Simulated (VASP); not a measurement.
# O in VASP: further runs

Runs on O. Level: PBE. Tasks: single point.

All numbers are computed with VASP 6.6.1; they aren't measurements. Logs are shortened: lines on timing, memory, paths and dates and some standing lists are left out, and cuts for length are marked.

**1. The cell of the first run**

The cell holds an amorphous packing of atoms, 20 atoms: a = 7.507 Å, b = 7.507 Å, c = 7.507 Å, α = 90.00°, β = 90.00°, γ = 90.00°.

**2. Single point, PBE, collinear spin, ferromagnetic start**

INCAR reads:

```
PREC = Accurate
ENCUT = 520
EDIFF = 1E-7
ISMEAR = -1
SIGMA = 0.05
LREAL = Auto
LASPH = T
NELM = 150
ALGO = Normal
ISIF = 2
LWAVE = F
LCHARG = F
ISPIN = 2
MAGMOM = 1 1 1 1 1 1 1 1 1 1 1 1 1 1 1 1 1 1 1 1
LORBIT = 11
GGA = PE
NBANDS = 80
```

KPOINTS reads:

```
Automatic mesh
0
Gamma
  1 1 1
```

POSCAR reads:

```
O
1.0
    7.5066610000      0.0000000000      0.0000000000
    0.0000000000      7.5066610000      0.0000000000
    0.0000000000      0.0000000000      7.5066610000
O
20
Direct
    1.0227680746      0.5516697724      0.9521882553
    0.8740916315      0.4898362239      0.9332015633
    0.9140328371      0.6348767490      0.5455900492
    0.9409103469      0.4899486617      0.4778563381
    0.1382953182      0.2051942416      0.7553539735
    0.1838139795      0.0548031784      0.7157603310
    0.3784935907      0.7746448336      0.4896874166
    0.3003211452      0.7227495208      0.3572702351
    0.4504237578      0.2367007638      0.1344597241
    0.5837353145      0.3256666660      0.1596389450
    0.7070575407      0.9087989843      0.2435271175
    0.8255060538      0.8115782154      0.1901059507
    0.5374431322      0.3569154654      0.7152051079
    0.4971770805      0.3656412421      0.5583204213
    0.4043171387      0.8277057622      0.9653717381
    0.4076114163      0.6679047518      0.9374841619
    1.0801931747      0.1330835295      0.3258298151
    1.0465979060      0.1755549641      0.1730557348
    0.7729211389      0.9845226781      0.8082746618
    0.7214447223      0.9899258960      0.6545523596
```

Potentials or basis: VASP PAW PBE potentials, release 64 (O).

Launch:

```sh
$ cat potpaw_PBE.64/O/POTCAR > POTCAR
$ mpirun -np 1 vasp_gam > vasp.out
```

OUTCAR:

```text
PREC = Accurate
   ENCUT = 520
   EDIFF = 1E-7
   ISMEAR = -1
   LREAL = Auto
   LASPH = T
   NELM = 150
   ISIF = 2
   ISPIN = 2
   LORBIT = 11
   GGA = PE

 ion  position               nearest neighbor table
   1  0.023  0.552  0.952-   2 1.22
   2  0.874  0.490  0.933-   1 1.22
   3  0.914  0.635  0.546-   4 1.22
   4  0.941  0.490  0.478-   3 1.22
   5  0.138  0.205  0.755-   6 1.22
   6  0.184  0.055  0.716-   5 1.22
[... 12 lines left out ...]
  19  0.773  0.985  0.808-  20 1.22
  20  0.721  0.990  0.655-  19 1.22

  LATTYP: Found a simple cubic cell.
 ALAT       =     7.5066610000

  Lattice vectors:

 A1 = (   7.5066610000,   0.0000000000,   0.0000000000)
 A2 = (   0.0000000000,   7.5066610000,   0.0000000000)
 A3 = (   0.0000000000,   0.0000000000,   7.5066610000)

Analysis of symmetry for initial positions (statically):
=====================================================================
 Subroutine PRICEL returns:
 Original cell was already a primitive cell.

 Routine SETGRP: Setting up the symmetry group for a
 simple cubic supercell.

 Subroutine GETGRP returns: Found  1 space group operations
 (whereof  1 operations were pure point group operations)
 out of a pool of 48 trial point group operations.

The static configuration has the point symmetry C_1 .

Analysis of symmetry for dynamics (positions and initial velocities):
=====================================================================
 Subroutine PRICEL returns:
 Original cell was already a primitive cell.

 Routine SETGRP: Setting up the symmetry group for a
 simple cubic supercell.

 Subroutine GETGRP returns: Found  1 space group operations
 (whereof  1 operations were pure point group operations)
 out of a pool of 48 trial point group operations.

The dynamic configuration has the point symmetry C_1 .

Analysis of structural, dynamic, and magnetic symmetry:
=====================================================================
 Subroutine PRICEL returns:
 Original cell was already a primitive cell.

 Routine SETGRP: Setting up the symmetry group for a
 simple cubic supercell.

 Subroutine GETGRP returns: Found  1 space group operations
 (whereof  1 operations were pure point group operations)
 out of a pool of 48 trial point group operations.

The overall configuration has the point symmetry C_1 .

 Subroutine INISYM returns: Found  1 space group operations
 (whereof  1 operations are pure point group operations),
 and found     1 'primitive' translations

----------------------------------------------------------------------------------------

                                     Primitive cell

  volume of cell :     423.0000

  direct lattice vectors                    reciprocal lattice vectors
     7.506661000  0.000000000  0.000000000     0.133215021  0.000000000  0.000000000
     0.000000000  7.506661000  0.000000000     0.000000000  0.133215021  0.000000000
     0.000000000  0.000000000  7.506661000     0.000000000  0.000000000  0.133215021

  length of vectors
     7.506661000  7.506661000  7.506661000     0.133215021  0.133215021  0.133215021

  position of ions in fractional coordinates (direct lattice)
     0.022768075  0.551669772  0.952188255
     0.874091632  0.489836224  0.933201563
     0.914032837  0.634876749  0.545590049
     0.940910347  0.489948662  0.477856338
     0.138295318  0.205194242  0.755353973
     0.183813980  0.054803178  0.715760331
[... 12 lines left out ...]
     0.772921139  0.984522678  0.808274662
     0.721444722  0.989925896  0.654552360

  ion indices of the primitive-cell ions
   primitive index   ion index
                 1           1
                 2           2
                 3           3
                 4           4
                 5           5
                 6           6
[... 12 lines left out ...]
                19          19
                20          20

----------------------------------------------------------------------------------------

 KPOINTS: Automatic mesh

Automatic generation of k-mesh.
 Grid dimensions read from file:
 generate k-points for:    1    1    1

 Generating k-lattice:

  Cartesian coordinates                     Fractional coordinates (reciprocal lattice)
     0.133215021  0.000000000  0.000000000     1.000000000  0.000000000  0.000000000
     0.000000000  0.133215021  0.000000000     0.000000000  1.000000000  0.000000000
     0.000000000  0.000000000  0.133215021     0.000000000  0.000000000  1.000000000

  Length of vectors
     0.133215021  0.133215021  0.133215021

  Shift w.r.t. Gamma in fractional coordinates (k-lattice)
     0.000000000  0.000000000  0.000000000

 Subroutine IBZKPT returns following result:
 ===========================================

 Found      1 irreducible k-points:

 Following reciprocal coordinates:
            Coordinates               Weight
  0.000000  0.000000  0.000000      1.000000
   k-points           NKPTS =      1   k-points in BZ     NKDIM =      1   number of bands    NBANDS=     80
   number of dos      NEDOS =    301   number of ions     NIONS =     20
   total plane-waves  NPLWV = 175616
   dimension x,y,z NGX =    56 NGY =   56 NGZ =   56
   dimension x,y,z NGXF=   112 NGYF=  112 NGZF=  112
   ions per type =              20
   NGX,Y,Z   is equivalent  to a cutoff of  12.40, 12.40, 12.40 a.u.
   NGXF,Y,Z  is equivalent  to a cutoff of  24.80, 24.80, 24.80 a.u.
 SYSTEM =  unknown system
   PREC   = accura    normal or accurate (medium, high low for compatibility)
   ISTART =      0    job   : 0-new  1-cont  2-samecut
   ICHARG =      2    charge: 1-file 2-atom 10-const
   ISPIN  =      2    spin polarized calculation?
   LNONCOLLINEAR =      F non collinear calculations
   LSORBIT =      F    spin-orbit coupling
   LASPH  =      T    aspherical Exc in radial PAW
   ENCUT  =  520.0 eV  38.22 Ry    6.18 a.u.  13.96 13.96 13.96*2*pi/ulx,y,z
   NELM   =    150;   NELMIN=  2; NELMDL= -5     # of ELM steps
   EDIFF  = 0.1E-06   stopping-criterion for ELM
   LREAL  =      T    real-space projection
   EDIFFG = 0.1E-05   stopping-criterion for IOM
   NSW    =      0    number of steps for IOM
   IBRION =     -1    ionic relax: 0-MD 1-quasi-New 2-CG
   NFREE  =      0    steps in history (QN), initial steepest desc. (CG)
   ISIF   =      2    stress and relaxation
   ISYM   =      2    0-nonsym 1-usesym 2-fastsym
   POTIM  = 0.5000    time-step for ionic-motion
   TEBEG  =    0.0;   TEEND  =   0.0 temperature during run
   PSTRESS=    0.0 pullay stress
   NELECT =     120.0000    total number of electrons
   NUPDOWN=      -1.0000    fix difference up-down
   EMIN   =  10.00;   EMAX   =-10.00  energy-range for DOS
   EFERMI =   0.00;   METHOD = LEGACY
   ISMEAR =    -1;   SIGMA  =   0.05  broadening in eV -4-tet -1-fermi 0-gaus
   EFERMI_NEDOS =   21; number of points for ismear=-14 and -15
   IALGO  =     38    algorithm
   IMIX   =      4    mixing-type and parameters
     AMIX     =   0.40;   BMIX     =  1.00
     AMIX_MAG =   1.60;   BMIX_MAG =  1.00
  volume/ion in A,a.u.               =      21.15       142.73
  Fermi-wavevector in a.u.,A,eV,Ry     =   1.075693  2.032765 15.743518  1.157116
  Thomas-Fermi vector in A             =   2.211557
   LORBIT       =     11    0 simple, 1 ext, 2 COOP (PROOUT), +10 PAW based schemes
   GGA     = PE    functional components
   LHFCALC =     F    Hartree Fock is set to
   AEXX    =    0.0000 exact exchange contribution
   IVDW    =     0    specifies the selected vdW correction
   LEPSILON=     F    determine dielectric tensor
   LRPA    =     F    only Hartree local field effects (RPA)
 spin polarized calculation
  energy-cutoff  :      520.00
  volume of cell :      423.00
 maximum number of plane-waves:      5682
 NGX is ok and might be reduce to    54
   NGX = 27   NGY = 27   NGZ = 27

 number of electron     119.9999996 magnetization      19.9999996

 Free energy of the ion-electron system (eV)
  ---------------------------------------------------
  ext. energy  EPLUGINS =         0.00000000
  ---------------------------------------------------
  free energy    TOTEN  =       -98.81520594 eV

  energy without entropy =      -98.81520583  energy(sigma->0) =      -98.81520589

 E-fermi :  -2.3619     XC(G=0):  -6.5346

 val. band max:       -3.2262594427   @ k =   0.0000   0.0000   0.0000
 cond. band min:      -1.5209709871   @ k =   0.0000   0.0000   0.0000
 fundamental gap:      1.7052884556
 Fermi energy:        -2.3619321809

 spin component 1

 k-point     1 :       0.0000    0.0000    0.0000
  band No.  band energies     occupation
      1     -29.5269      1.00000
      2     -29.4988      1.00000
      3     -29.4863      1.00000
      4     -29.4733      1.00000
      5     -29.4628      1.00000
      6     -29.4525      1.00000
[... 64 lines left out ...]
     71       3.1637      0.00000
     72       4.3184      0.00000
 Fermi energy:        -2.3619321809

 spin component 2

 k-point     1 :       0.0000    0.0000    0.0000
  band No.  band energies     occupation
      1     -28.3252      1.00000
      2     -28.2959      1.00000
      3     -28.2841      1.00000
      4     -28.2696      1.00000
      5     -28.2589      1.00000
      6     -28.2482      1.00000
[... 64 lines left out ...]
     71       3.5208      0.00000
     72       4.8621      0.00000
 [bands above 72 left out]

------------------------ aborting loop because EDIFF is reached ----------------------------------------

  FORCE on cell =-STRESS in cart. coord.  units (eV):
  Direction    XX          YY          ZZ          XY          YZ          ZX
  --------------------------------------------------------------------------------------
  -------------------------------------------------------------------------------------
  Total        4.3388078      5.8389764      6.1803208     -0.0298018      1.3689707      1.3171810
  in kB       16.4338978     22.1160158     23.4089100     -0.1128790      5.1851857      4.9890244
  external PRESSURE =      20.6529412 kB  Pullay stress =       0.0000000 kB

 VOLUME and BASIS-vectors are now :
 -----------------------------------------------------------------------------
  energy-cutoff  :      520.00
  volume of cell :      423.00
      direct lattice vectors                 reciprocal lattice vectors
     7.506661000  0.000000000  0.000000000     0.133215021  0.000000000  0.000000000
     0.000000000  7.506661000  0.000000000     0.000000000  0.133215021  0.000000000
     0.000000000  0.000000000  7.506661000     0.000000000  0.000000000  0.133215021

 POSITION                                       TOTAL-FORCE (eV/Angst)
 -----------------------------------------------------------------------------------
      0.17091      4.14120      7.14775         1.083130      0.451602      0.145104
      6.56151      3.67703      7.00523        -1.074664     -0.439935     -0.134234
      6.86133      4.76580      4.09556        -0.178024      0.997904      0.472977
      7.06310      3.67788      3.58711         0.175826     -1.005988     -0.480339
      1.03814      1.54032      5.67019        -0.351342      1.162048      0.301284
      1.37983      0.41139      5.37297         0.340885     -1.151549     -0.305490
[... 12 lines left out ...]
      5.80206      7.39048      6.06744         0.365501     -0.039125      1.101661
      5.41564      7.43104      4.91350        -0.365409      0.037725     -1.098188
 -----------------------------------------------------------------------------------
    total drift:                               -0.010784      0.004796     -0.002119

  FREE ENERGIE OF THE ION-ELECTRON SYSTEM (eV)
  ---------------------------------------------------
  free  energy   TOTEN  =       -98.8152059431 eV

  energy  without entropy=      -98.8152058311  energy(sigma->0) =      -98.81520589

 total charge

# of ion       s       p       d       tot
------------------------------------------
    1        1.612   3.301   0.000   4.913
    2        1.612   3.300   0.000   4.913
    3        1.612   3.301   0.000   4.913
    4        1.612   3.299   0.000   4.911
    5        1.612   3.303   0.000   4.915
    6        1.612   3.302   0.000   4.914
[... 12 lines left out ...]
   19        1.612   3.300   0.000   4.912
   20        1.612   3.299   0.000   4.911
--------------------------------------------------
tot         32.241  66.002   0.000  98.243

 magnetization (x)

# of ion       s       p       d       tot
------------------------------------------
    1        0.010   0.797   0.000   0.807
    2        0.011   0.800   0.000   0.810
    3        0.010   0.798   0.000   0.808
    4        0.010   0.799   0.000   0.809
    5        0.010   0.797   0.000   0.808
    6        0.011   0.800   0.000   0.810
[... 12 lines left out ...]
   19        0.010   0.798   0.000   0.809
   20        0.010   0.799   0.000   0.809
--------------------------------------------------
tot          0.207  15.972   0.000  16.179
```

It took 1.9 min on 1 thread of Intel Xeon Platinum 8259CL at 2.50GHz (Skylake/Cascade Lake), shared host; peak memory 0.51 GiB.

What came out:

| Item | Value |
| --- | --- |
| Free energy | -98.8152 eV |
| Pressure | 2.1 GPa |
| Largest force | 1.251 eV/Å |
| Band gap on the k mesh | 1.71 eV |
| Net moment | 20.00 μB per cell |
| Site moments | O +0.81 μB |
| Valence electrons inside the program's atomic spheres | O 4.91, 4.92 |

Forces in eV/Å, atoms in the order of the input:
```
O    1.083  0.452  0.145
O   -1.075 -0.440 -0.134
O   -0.178  0.998  0.473
O    0.176 -1.006 -0.480
O   -0.351  1.162  0.301
O    0.341 -1.152 -0.305
O    0.529  0.346  0.902
O   -0.534 -0.362 -0.892
O   -0.944 -0.617 -0.181
O    0.948  0.623  0.169
O   -0.805  0.661  0.374
O    0.795 -0.649 -0.357
O    0.292 -0.070  1.113
O   -0.290  0.062 -1.125
O   -0.033  1.125  0.193
O    0.035 -1.120 -0.194
O    0.259 -0.324  1.140
O   -0.248  0.312 -1.145
O    0.366 -0.039  1.102
O   -0.365  0.038 -1.098
```

Levels at points of the mesh, in eV from the valence-band top:
Spin up:
| k point | band 67 | band 68 | band 69 | band 70 | band 71 | band 72 | band 73 | band 74 |
| --- | --- | --- | --- | --- | --- | --- | --- | --- |
| (0.00, 0.00, 0.00) | -0.11 | -0.07 | -0.05 | 0.00 | 6.39 | 7.54 | 7.71 | 7.78 |
Spin down:
```tsv
k point	band 46	band 47	band 48	band 49	band 50	band 51	band 52	band 53	band 54	band 55
(0.00, 0.00, 0.00)	-4.74	-4.72	-4.68	-4.66	-4.63	1.71	1.82	1.86	1.91	1.92
```

Caveat: the k points lie up to 0.84 Å⁻¹ apart; the standard files for N, O and F lose accuracy on very short bonds.

[end of part 1 of 2]
